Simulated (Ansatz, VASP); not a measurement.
One calculation of S, two programs

```
S
1.0
     0.00000    1.99593    1.99593
     1.99593    0.00000    1.99593
     1.99593    1.99593    0.00000
S
1
Direct
  0.00000 0.00000 0.00000
```

Alike in both runs: functional PBE; k mesh 17 × 17 × 17; occupations fermi-dirac, width 0.1 eV; no spin polarisation.

Ansatz relaxed the structure, and its values are those at the end. VASP's run is a single point on that final structure, the one shown.

|  | VASP | Ansatz |
| --- | --- | --- |
| version | VASP 6.6.1 | Ansatz 0.2.0 |
| potentials or method | VASP PAW PBE potentials, release 64 (S) | PAW with Ansatz's default frozen-core files, scalar-relativistic |
| plane-wave cutoff (eV) | 520 | 420 |
| valence electrons in the cell | 6 | 6 |

|  | VASP | Ansatz | Ansatz less VASP |
| --- | --- | --- | --- |
| pressure (GPa) | -0.2 | 0.0 | +0.17 |

With one functional, cell and mesh, what is left measures potentials, basis and numerics.
